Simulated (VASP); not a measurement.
# Pd (P6_3/mmc) in VASP: relaxation of cell and atoms with PBE

Aim: the relaxation of cell and atoms of Pd with PBE.

Everything below comes from runs of VASP 6.6.1. Logs are shortened: lines on timing, memory, paths and dates and some standing lists are left out, and cuts for length are marked.

### 1 The cell of the first run

The structure is hexagonal, space group P6_3/mmc (No. 194). Conventional cell: a = 2.750 Å, b = 2.750 Å, c = 4.492 Å, α = 90.00°, β = 90.00°, γ = 120.00°. Pd (site symmetry -6m2) has 12 Pd at 2.75 Å within 3.6 Å.

This isn't the form of Pd at room conditions, which is fcc.

### 2 Relaxation of cell and atoms, PBE

INCAR reads:

```
PREC = Accurate
ENCUT = 600
EDIFF = 1E-6
ISMEAR = 0
SIGMA = 0.05
LREAL = False
LASPH = True
NELM = 80
ALGO = Normal
ISIF = 3
LWAVE = False
LCHARG = False
GGA = PE
IBRION = 2
NSW = 80
EDIFFG = -0.01
```

KPOINTS reads:

```
regular mesh
0
Gamma
  18 18 10
```

POSCAR reads:

```
Pd
1.0
    2.7504564485      0.0000000000      0.0000000000
   -1.3752282243      2.3819651564      0.0000000000
    0.0000000000      0.0000000000      4.4924121993
Pd
2
Direct
    0.3333333333      0.6666666667      0.7500000000
    0.6666666667      0.3333333333      0.2500000000
```

Potentials or basis: VASP PAW PBE potentials, release 64 (Pd).

Command:

```bash
> cat potpaw_PBE.64/Pd/POTCAR > POTCAR
> mpirun -np 1 vasp_std > vasp.out
```

OUTCAR:

```text
PREC = Accurate
   ENCUT = 600
   EDIFF = 1E-6
   ISMEAR = 0
   LREAL = False
   LASPH = True
   NELM = 80
   ISIF = 3
   GGA = PE
   IBRION = 2
   NSW = 80
   EDIFFG = -0.01

 ion  position               nearest neighbor table
   1  0.333  0.667  0.750-   2 2.75   2 2.75   2 2.75   2 2.75   2 2.75   2 2.75
   2  0.667  0.333  0.250-   1 2.75   1 2.75   1 2.75   1 2.75   1 2.75   1 2.75

  LATTYP: Found a hexagonal cell.
 ALAT       =     2.7504564485
 C/A-ratio  =     1.6333333334

  Lattice vectors:

 A1 = (   2.7504564485,   0.0000000000,   0.0000000000)
 A2 = (  -1.3752282243,   2.3819651564,   0.0000000000)
 A3 = (   0.0000000000,   0.0000000000,   4.4924121993)

Analysis of symmetry for initial positions (statically):
=====================================================================
 Subroutine PRICEL returns:
 Original cell was already a primitive cell.

 Routine SETGRP: Setting up the symmetry group for a
 hexagonal supercell.

 Subroutine GETGRP returns: Found 24 space group operations
 (whereof 12 operations were pure point group operations)
 out of a pool of 24 trial point group operations.

The static configuration has the point symmetry D_3d.
 The point group associated with its full space group is D_6h.

Analysis of symmetry for dynamics (positions and initial velocities):
=====================================================================
 Subroutine PRICEL returns:
 Original cell was already a primitive cell.

 Routine SETGRP: Setting up the symmetry group for a
 hexagonal supercell.

 Subroutine GETGRP returns: Found 24 space group operations
 (whereof 12 operations were pure point group operations)
 out of a pool of 24 trial point group operations.

The dynamic configuration has the point symmetry D_3d.
 The point group associated with its full space group is D_6h.

 Subroutine INISYM returns: Found 24 space group operations
 (whereof 12 operations are pure point group operations),
 and found     1 'primitive' translations

----------------------------------------------------------------------------------------

                                     Primitive cell

  volume of cell :      29.4320

  direct lattice vectors                    reciprocal lattice vectors
     2.750456449  0.000000000  0.000000000     0.363576017  0.209910711  0.000000000
    -1.375228224  2.381965156  0.000000000     0.000000000  0.419821422  0.000000000
     0.000000000  0.000000000  4.492412199     0.000000000  0.000000000  0.222597561

  length of vectors
     2.750456449  2.750456449  4.492412199     0.419821422  0.419821422  0.222597561

  position of ions in fractional coordinates (direct lattice)
     0.333333333  0.666666667  0.750000000
     0.666666667  0.333333333  0.250000000

  ion indices of the primitive-cell ions
   primitive index   ion index
                 1           1
                 2           2

----------------------------------------------------------------------------------------

 KPOINTS: regular mesh

Automatic generation of k-mesh.
 Grid dimensions read from file:
 generate k-points for:   18   18   10

 Generating k-lattice:

  Cartesian coordinates                     Fractional coordinates (reciprocal lattice)
     0.020198668  0.011661706  0.000000000     0.055555556 -0.000000000  0.000000000
     0.000000000  0.023323412  0.000000000     0.000000000  0.055555556  0.000000000
     0.000000000  0.000000000  0.022259756     0.000000000  0.000000000  0.100000000

  Length of vectors
     0.023323412  0.023323412  0.022259756

  Shift w.r.t. Gamma in fractional coordinates (k-lattice)
     0.000000000  0.000000000  0.000000000

 Subroutine IBZKPT returns following result:
 ===========================================

 Found    222 irreducible k-points:

 Following reciprocal coordinates:
            Coordinates               Weight
  0.000000  0.000000  0.000000      1.000000
  0.055556  0.000000  0.000000      6.000000
  0.111111  0.000000  0.000000      6.000000
  0.166667 -0.000000  0.000000      6.000000
  0.222222 -0.000000  0.000000      6.000000
  0.277778  0.000000  0.000000      6.000000
[... 16 lines left out ...]
  0.333333  0.111111  0.000000     12.000000
  0.388889  0.111111  0.000000     12.000000
 [... further k-points ...]
   k-points           NKPTS =    222   k-points in BZ     NKDIM =    222   number of bands    NBANDS=     14
   number of dos      NEDOS =    301   number of ions     NIONS =      2
   total plane-waves  NPLWV =  20736
   dimension x,y,z NGX =    24 NGY =   24 NGZ =   36
   dimension x,y,z NGXF=    48 NGYF=   48 NGZF=   72
   ions per type =               2
   NGX,Y,Z   is equivalent  to a cutoff of  14.51, 14.51, 13.32 a.u.
   NGXF,Y,Z  is equivalent  to a cutoff of  29.01, 29.01, 26.64 a.u.
 SYSTEM =  unknown system
   PREC   = accura    normal or accurate (medium, high low for compatibility)
   ISTART =      0    job   : 0-new  1-cont  2-samecut
   ICHARG =      2    charge: 1-file 2-atom 10-const
   ISPIN  =      1    spin polarized calculation?
   LNONCOLLINEAR =      F non collinear calculations
   LSORBIT =      F    spin-orbit coupling
   LASPH  =      T    aspherical Exc in radial PAW
   ENCUT  =  600.0 eV  44.10 Ry    6.64 a.u.   5.49  5.49  8.97*2*pi/ulx,y,z
   NELM   =     80;   NELMIN=  2; NELMDL= -5     # of ELM steps
   EDIFF  = 0.1E-05   stopping-criterion for ELM
   LREAL  =      F    real-space projection
   EDIFFG = -.1E-01   stopping-criterion for IOM
   NSW    =     80    number of steps for IOM
   IBRION =      2    ionic relax: 0-MD 1-quasi-New 2-CG
   NFREE  =      1    steps in history (QN), initial steepest desc. (CG)
   ISIF   =      3    stress and relaxation
   ISYM   =      2    0-nonsym 1-usesym 2-fastsym
   POTIM  = 0.5000    time-step for ionic-motion
   TEBEG  =    0.0;   TEEND  =   0.0 temperature during run
   PSTRESS=    0.0 pullay stress
   NELECT =      20.0000    total number of electrons
   NUPDOWN=      -1.0000    fix difference up-down
   EMIN   =  10.00;   EMAX   =-10.00  energy-range for DOS
   EFERMI =   0.00;   METHOD = LEGACY
   ISMEAR =     0;   SIGMA  =   0.05  broadening in eV -4-tet -1-fermi 0-gaus
   EFERMI_NEDOS =   21; number of points for ismear=-14 and -15
   IALGO  =     38    algorithm
   IMIX   =      4    mixing-type and parameters
     AMIX     =   0.40;   BMIX     =  1.00
     AMIX_MAG =   1.60;   BMIX_MAG =  1.00
  volume/ion in A,a.u.               =      14.72        99.31
  Fermi-wavevector in a.u.,A,eV,Ry     =   1.439279  2.719842 28.184785  2.071523
  Thomas-Fermi vector in A             =   2.558152
   LORBIT       =      0    0 simple, 1 ext, 2 COOP (PROOUT), +10 PAW based schemes
   GGA     = PE    functional components
   LHFCALC =     F    Hartree Fock is set to
   AEXX    =    0.0000 exact exchange contribution
   IVDW    =     0    specifies the selected vdW correction
   LEPSILON=     F    determine dielectric tensor
   LRPA    =     F    only Hartree local field effects (RPA)
 conjugate gradient relaxation of ions
 non-spin polarized calculation
 Gauss-broadening in eV      SIGMA  =   0.05
  energy-cutoff  :      600.00
  volume of cell :       29.43
 maximum number of plane-waves:      1008
 NGX is ok and might be reduce to    24
   NGX = 11   NGY = 11   NGZ = 17

--------------------------------------- Ionic step        1  -------------------------------------------

 number of electron      19.9999996 magnetization

 Free energy of the ion-electron system (eV)
  ---------------------------------------------------
  ext. energy  EPLUGINS =         0.00000000
  ---------------------------------------------------
  free energy    TOTEN  =       -10.33310524 eV

  energy without entropy =      -10.32503800  energy(sigma->0) =      -10.32907162

------------------------ aborting loop because EDIFF is reached ----------------------------------------

  FORCE on cell =-STRESS in cart. coord.  units (eV):
  Direction    XX          YY          ZZ          XY          YZ          ZX
  --------------------------------------------------------------------------------------
  -------------------------------------------------------------------------------------
  Total        1.2390329      1.2390329      1.9828883     -0.0000000     -0.0000000      0.0000000
  in kB       67.4487110     67.4487110    107.9416524     -0.0000000     -0.0000000      0.0000000
  external PRESSURE =      80.9463581 kB  Pullay stress =       0.0000000 kB
[... 89 lines left out ...]
  FREE ENERGIE OF THE ION-ELECTRON SYSTEM (eV)
  ---------------------------------------------------
  free  energy   TOTEN  =       -10.3671348773 eV

  energy  without entropy=      -10.3586944520  energy(sigma->0) =      -10.36291466

[... ionic steps 4 to 7 ...]

--------------------------------------- Ionic step        8  -------------------------------------------

 number of electron      20.0000005 magnetization

------------------------ aborting loop because EDIFF is reached ----------------------------------------
[... 67 lines left out ...]
--------------------------------------- Ionic step       10  -------------------------------------------

 number of electron      20.0000006 magnetization

 Free energy of the ion-electron system (eV)
  ---------------------------------------------------
  ext. energy  EPLUGINS =         0.00000000
  ---------------------------------------------------
  free energy    TOTEN  =       -10.37132973 eV

  energy without entropy =      -10.36373289  energy(sigma->0) =      -10.36753131

 E-fermi :   9.1108     XC(G=0): -12.9302

 val. band max:        9.1083995656   @ k =   0.5000   0.0000   0.3000
 cond. band min:       9.1118023768   @ k =   0.2778   0.1667   0.2000
 fundamental gap:      0.0034028112
 Fermi energy:         9.1108116051

 k-point     1 :       0.0000    0.0000    0.0000
  band No.  band energies     occupation
      1       2.2823      2.00000
      2       4.1050      2.00000
      3       6.2978      2.00000
      4       6.5352      2.00000
      5       6.5352      2.00000
      6       6.8526      2.00000
      7       6.8526      2.00000
      8       7.6027      2.00000
      9       7.6027      2.00000
     10       8.8992      2.00000
     11       8.8992      2.00000
     12       9.9770      0.00000
     13      15.6855      0.00000
     14      26.2843      0.00000
[... 377 lines left out ...]
      1       4.4929      2.00000
      2       4.8056      2.00000
      3       4.8431      2.00000
      4       6.4985      2.00000
      5       6.7679      2.00000
      6       6.9826      2.00000
      7       7.0630      2.00000
      8       8.8262      2.00000
      9       9.0048      1.99728
     10       9.1145      0.91714
     11      11.4410      0.00000
     12      14.8715      0.00000
     13      18.4427      0.00000
     14      18.8088      0.00000

 [... further k-points ...]

------------------------ aborting loop because EDIFF is reached ----------------------------------------

  FORCE on cell =-STRESS in cart. coord.  units (eV):
  Direction    XX          YY          ZZ          XY          YZ          ZX
  --------------------------------------------------------------------------------------
  -------------------------------------------------------------------------------------
  Total        0.0066940      0.0066940     -0.0008815     -0.0000000      0.0000000      0.0000000
  in kB        0.3491045      0.3491045     -0.0459746     -0.0000000      0.0000000      0.0000000
  external PRESSURE =       0.2174114 kB  Pullay stress =       0.0000000 kB
[... 17 lines left out ...]
  FREE ENERGIE OF THE ION-ELECTRON SYSTEM (eV)
  ---------------------------------------------------
  free  energy   TOTEN  =       -10.3713297302 eV

  energy  without entropy=      -10.3637328882  energy(sigma->0) =      -10.36753131

 reached required accuracy - stopping structural energy minimisation
```

Wall time 9.5 min (1 thread of Intel Xeon 8259CL, shared host); peak memory 0.25 GiB.

Results:

| Property | Result |
| --- | --- |
| Free energy | -10.3713 eV |
| Relaxed volume | 15.36 Å³/atom |
| Relaxed cell | a = 2.762 Å, b = 2.762 Å, c = 4.649 Å, α = 90.00°, β = 90.00°, γ = 120.00° |
| Space group after relaxing (to 0.1 Å) | P6_3/mmc (No. 194) |
| Energy gained by relaxing | 19.1 meV/atom |
| Ionic steps | 10 |
| Pressure after relaxing | 0.0 GPa |
| Band gap on the k mesh | zero (bands 10 and 11 overlap by 0.86 eV) |

Step by step:
```csv
step,energy change (eV),largest force (eV/Å),pressure (GPa),volume (Å³)
1,0.0000,0.0000,8.09,29.43
2,0.0219,0.0000,-8.81,32.71
3,-0.0340,0.0000,-0.39,30.80
4,-0.0340,0.0000,-0.24,30.77
5,-0.0371,0.0000,-0.09,30.73
6,-0.0381,0.0000,0.08,30.70
7,-0.0382,0.0000,0.16,30.69
8,-0.0382,0.0000,0.16,30.69
9,-0.0382,0.0000,-0.23,30.76
10,-0.0382,0.0000,0.02,30.72
```

Final structure:
```
Pd
1.0
     2.76240    0.00000    0.00000
    -1.38120    2.39231    0.00000
     0.00000    0.00000    4.64873
Pd
2
Direct
  0.33333 0.66667 0.75000
  0.66667 0.33333 0.25000
```

Levels at points of the mesh, in eV from the Fermi level:
```tsv
k point	band 7	band 8	band 9	band 10	band 11	band 12	band 13	band 14
(0.00, 0.00, 0.00)	-2.26	-1.51	-1.51	-0.21	-0.21	0.87	6.57	17.17
(0.50, 0.00, 0.00)	-1.61	0.01	0.04	0.21	2.59	4.48	9.44	9.71
(0.00, 0.00, 0.50)	-2.60	-2.60	-0.65	-0.65	-0.65	-0.65	13.56	13.56
(0.50, 0.00, 0.50)	-0.42	-0.42	0.15	0.15	2.67	2.67	8.01	8.01
```
